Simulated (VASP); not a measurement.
# NbH2 (Fm-3m) in VASP: vibrations by perturbation theory with PBEsol

Aim: the vibrations by perturbation theory of NbH2 with PBEsol.

Program: VASP 6.6.1. These are calculated values, not measurements. Logs are shortened: lines on timing, memory, paths and dates and some standing lists are left out, and cuts for length are marked.

**1. The cell of the first run**

It takes space group Fm-3m (No. 225, cubic). Conventional cell: a = 4.518 Å, b = 4.518 Å, c = 4.518 Å, α = 90.00°, β = 90.00°, γ = 90.00°. Nb (site symmetry m-3m) has 8 H at 1.96 Å within 2.6 Å. Within 2.6 Å of H (site symmetry -43m) lie 4 Nb at 1.96 Å and 6 H at 2.26 Å.

**2. Vibrations by perturbation theory, PBEsol**

Contents of INCAR:

```
  PREC = Accurate
  ENCUT = 520
  EDIFF = 1E-8
  ISMEAR = 1
  SIGMA = 0.2
  LREAL = F
  LASPH = T
  NELM = 100
  ALGO = Normal
  ISIF = 2
  LWAVE = F
  LCHARG = F
  GGA = PS
  NBANDS = 14
  IBRION = 8
  NSW = 1
```

Contents of KPOINTS:

```
regular mesh
0
Gamma
  14 14 14
```

Contents of POSCAR:

```
NbH2
1.0
    0.0000000000      2.2589579925      2.2589579925
    2.2589579925      0.0000000000      2.2589579925
    2.2589579925      2.2589579925      0.0000000000
Nb H
1 2
Direct
    0.0000000000      0.0000000000      0.0000000000
    0.2500000000      0.2500000000      0.2500000000
    0.7500000000      0.7500000000      0.7500000000
```

Potentials or basis: VASP PAW PBE potentials, release 64 (Nb_sv, H).

On the command line:

```
$ cat potpaw_PBE.64/Nb_sv/POTCAR potpaw_PBE.64/H/POTCAR > POTCAR
$ mpirun -np 1 vasp_std > vasp.out
```

OUTCAR:

```text
PREC = Accurate
   ENCUT = 520
   EDIFF = 1E-8
   ISMEAR = 1
   LREAL = F
   LASPH = T
   NELM = 100
   ISIF = 2
   GGA = PS
   IBRION = 8
   NSW = 1

 ion  position               nearest neighbor table
   1  0.000  0.000  0.000-   3 1.96   3 1.96   3 1.96   2 1.96   3 1.96   2 1.96   2 1.96   2 1.96

   2  0.250  0.250  0.250-   1 1.96   1 1.96   1 1.96   1 1.96
   3  0.750  0.750  0.750-   1 1.96   1 1.96   1 1.96   1 1.96

  LATTYP: Found a face centered cubic cell.
 ALAT       =     4.5179159850

  Lattice vectors:

 A1 = (   0.0000000000,   2.2589579925,   2.2589579925)
 A2 = (   2.2589579925,   0.0000000000,   2.2589579925)
 A3 = (   2.2589579925,   2.2589579925,   0.0000000000)

Analysis of symmetry for initial positions (statically):
=====================================================================
 Subroutine PRICEL returns:
 Original cell was already a primitive cell.

 Routine SETGRP: Setting up the symmetry group for a
 face centered cubic supercell.

 Subroutine GETGRP returns: Found 48 space group operations
 (whereof 48 operations were pure point group operations)
 out of a pool of 48 trial point group operations.

The static configuration has the point symmetry O_h .

Analysis of symmetry for dynamics (positions and initial velocities):
=====================================================================
 Subroutine PRICEL returns:
 Original cell was already a primitive cell.

 Routine SETGRP: Setting up the symmetry group for a
 face centered cubic supercell.

 Subroutine GETGRP returns: Found 48 space group operations
 (whereof 48 operations were pure point group operations)
 out of a pool of 48 trial point group operations.

The dynamic configuration has the point symmetry O_h .

 Subroutine INISYM returns: Found 48 space group operations
 (whereof 48 operations are pure point group operations),
 and found     1 'primitive' translations

----------------------------------------------------------------------------------------

                                     Primitive cell

  volume of cell :      23.0544

  direct lattice vectors                    reciprocal lattice vectors
     0.000000000  2.258957993  2.258957993    -0.221340991  0.221340991  0.221340991
     2.258957993  0.000000000  2.258957993     0.221340991 -0.221340991  0.221340991
     2.258957993  2.258957993  0.000000000     0.221340991  0.221340991 -0.221340991

  length of vectors
     3.194649030  3.194649030  3.194649030     0.383373842  0.383373842  0.383373842

  position of ions in fractional coordinates (direct lattice)
     0.000000000  0.000000000  0.000000000
     0.250000000  0.250000000  0.250000000
     0.750000000  0.750000000  0.750000000

  ion indices of the primitive-cell ions
   primitive index   ion index
                 1           1
                 2           2
                 3           3

----------------------------------------------------------------------------------------

 KPOINTS: regular mesh

Automatic generation of k-mesh.
 Grid dimensions read from file:
 generate k-points for:   14   14   14

 Generating k-lattice:

  Cartesian coordinates                     Fractional coordinates (reciprocal lattice)
    -0.015810071  0.015810071  0.015810071     0.071428571  0.000000000  0.000000000
[... 99 lines left out ...]
 number of electron      14.9999998 magnetization

 Free energy of the ion-electron system (eV)
  ---------------------------------------------------
  ext. energy  EPLUGINS =         0.00000000
  ---------------------------------------------------
  free energy    TOTEN  =       -18.50223360 eV

  energy without entropy =      -18.50322715  energy(sigma->0) =      -18.50256478

 E-fermi :  10.2192     XC(G=0): -12.3093

 val. band max:       10.2189878467   @ k =   0.4286   0.2143   0.0000
 cond. band min:      10.2319097995   @ k =   0.2857   0.2143   0.0714
 fundamental gap:      0.0129219528
 Fermi energy:        10.2191760716

 k-point     1 :       0.0000    0.0000    0.0000
  band No.  band energies     occupation
      1     -45.0579      2.00000
      2     -20.8294      2.00000
      3     -20.8294      2.00000
      4     -20.8294      2.00000
      5      -0.6260      2.00000
      6       8.8071      2.00000
      7       8.8071      2.00000
      8       8.8071      2.00000
      9       9.1110      2.00000
     10      11.5408     -0.00000
     11      11.5408     -0.00000
     12      22.6932      0.00000
     13      23.6616      0.00000
     14      23.6616      0.00000
[... 377 lines left out ...]
      1     -44.9999      2.00000
      2     -21.2216      2.00000
      3     -20.9258      2.00000
      4     -20.9224      2.00000
      5       1.2188      2.00000
      6       4.6006      2.00000
      7       9.1391      2.00000
      8       9.6995      2.00147
      9      10.6153     -0.01701
     10      12.1675     -0.00000
     11      15.4122      0.00000
     12      19.3753      0.00000
     13      22.3646      0.00000
     14      23.9929      0.00000

 [... further k-points ...]
[... 5 lines left out ...]
  --------------------------------------------------------------------------------------
  -------------------------------------------------------------------------------------
  Total       -0.0659356     -0.0659356     -0.0659356      0.0000000      0.0000000      0.0000000
  in kB       -4.5822182     -4.5822182     -4.5822182      0.0000000      0.0000000      0.0000000
  external PRESSURE =      -4.5822182 kB  Pullay stress =       0.0000000 kB

 VOLUME and BASIS-vectors are now :
 -----------------------------------------------------------------------------
  energy-cutoff  :      520.00
  volume of cell :       23.05
      direct lattice vectors                 reciprocal lattice vectors
     0.000000000  2.258957993  2.258957993    -0.221340991  0.221340991  0.221340991
     2.258957993  0.000000000  2.258957993     0.221340991 -0.221340991  0.221340991
     2.258957993  2.258957993  0.000000000     0.221340991  0.221340991 -0.221340991

 POSITION                                       TOTAL-FORCE (eV/Angst)
 -----------------------------------------------------------------------------------
      0.00000      0.00000      0.00000        -0.000000     -0.000000     -0.000000
      1.12948      1.12948      1.12948         0.000000      0.000000      0.000000
      3.38844      3.38844      3.38844        -0.000000     -0.000000     -0.000000
 -----------------------------------------------------------------------------------
    total drift:                               -0.000000      0.000000      0.000000

  FREE ENERGIE OF THE ION-ELECTRON SYSTEM (eV)
  ---------------------------------------------------
  free  energy   TOTEN  =       -18.5022336038 eV

  energy  without entropy=      -18.5032271473  energy(sigma->0) =      -18.50256478

[... ionic steps 2 to 3 ...]

--------------------------------------- Ionic step        4  -------------------------------------------

------------------------ aborting loop because EDIFF is reached ----------------------------------------

[... ionic steps 5 to 6 ...]

--------------------------------------- Ionic step        7  -------------------------------------------

 Free energy of the ion-electron system (eV)
  ---------------------------------------------------
  ---------------------------------------------------
  free energy    TOTEN  =        -0.01701769 eV

  energy without entropy =       -0.01701769

------------------------ aborting loop because EDIFF is reached ----------------------------------------

 INTERNAL STRAIN TENSOR  FOR ION    2  DIRECTION 1   (eV/Angst):
 -----------------------------------------------------------------------------
    -0.00146  0.00000  0.00000
     0.00000  0.00051 -5.14625
     0.00000 -5.14625  0.00051

 INTERNAL STRAIN TENSOR FOR ION    3 for displacements in x,y,z  (eV/Angst):
          X           Y           Z          XY          YZ          ZX
  --------------------------------------------------------------------------------
  x     0.00000     0.00000     0.00000     0.00000     5.14625     0.00000
  y     0.00000     0.00000     0.00000     0.00000     0.00000     5.14625
  z     0.00000     0.00000     0.00000     5.14625     0.00000     0.00000

 SECOND DERIVATIVES (NOT SYMMETRIZED)
 ------------------------------------
               1X          1Y          1Z          2X          2Y          2Z          3X          3Y          3Z
  1X    -9.023792    0.000000    0.000000    4.511896    0.000000    0.000000    4.511896    0.000000    0.000000
  1Y     0.000000   -9.023792    0.000000    0.000000    4.511896    0.000000    0.000000    4.511896    0.000000
  1Z     0.000000    0.000000   -9.023792    0.000000    0.000000    4.511896    0.000000    0.000000    4.511896
  2X     4.466680    0.000000    0.000000   -5.346039    0.000000    0.000000    0.879359    0.000000    0.000000
  2Y     0.000000    4.466680    0.000000    0.000000   -5.346039    0.000000    0.000000    0.879359    0.000000
  2Z     0.000000    0.000000    4.466680    0.000000    0.000000   -5.346039    0.000000    0.000000    0.879359
  3X     4.466680    0.000000    0.000000    0.879359    0.000000    0.000000   -5.346039    0.000000    0.000000
  3Y     0.000000    4.466680    0.000000    0.000000    0.879359    0.000000    0.000000   -5.346039    0.000000
  3Z     0.000000    0.000000    4.466680    0.000000    0.000000    0.879359    0.000000    0.000000   -5.346039

 Eigenvectors and eigenvalues of the dynamical matrix
 ----------------------------------------------------

   1 f  =   39.006257 THz   245.083544 2PiTHz 1301.108697 cm-1   161.316846 meV
             X         Y         Z           dx          dy          dz
      0.000000  0.000000  0.000000    -0.000000    0.000000   -0.000000
      1.129479  1.129479  1.129479    -0.327566   -0.596908    0.190791
      3.388437  3.388437  3.388437     0.327566    0.596908   -0.190791
[... 43 lines left out ...]
   9 f/i=    0.024274 THz     0.152515 2PiTHz    0.809678 cm-1     0.100387 meV
             X         Y         Z           dx          dy          dz
      0.000000  0.000000  0.000000    -0.013201    0.989209    0.002909
      1.129479  1.129479  1.129479    -0.001376    0.103145    0.000303
      3.388437  3.388437  3.388437    -0.001376    0.103145    0.000303

--------------------------------------------------------------------------------------------------------

 ELASTIC MODULI CONTR FROM IONIC RELAXATION (kBar)
 Direction    XX          YY          ZZ          XY          YZ          ZX
 --------------------------------------------------------------------------------
 XX          -0.0000     -0.0000     -0.0000     -0.0000     -0.0000     -0.0000
 YY          -0.0000     -0.0000     -0.0000     -0.0000     -0.0000     -0.0000
 ZZ          -0.0000     -0.0000     -0.0000     -0.0000     -0.0000     -0.0000
 XY          -0.0000     -0.0000     -0.0000   -591.2909      0.0000      0.0000
 YZ          -0.0000     -0.0000     -0.0000      0.0000   -591.2909      0.0000
 ZX          -0.0000     -0.0000     -0.0000      0.0000      0.0000   -591.2909
 --------------------------------------------------------------------------------
```

It took 5.1 min on 1 thread of Intel Xeon Platinum 8488C (Sapphire Rapids), shared host; peak memory 0.39 GiB.

What came out:

- Highest phonon frequency at Γ, LO-TO splitting left out: 1301 cm⁻¹

Phonon frequencies in cm⁻¹ (negative: imaginary):
| q point | frequencies |
| --- | --- |
| (0.000, 0.000, 0.000) | -1 -1 -1 1114 1114 1114 1301 1301 1301 |

Caveat: the PAW data sets were made with another functional, which shifts forces and pressure a little.
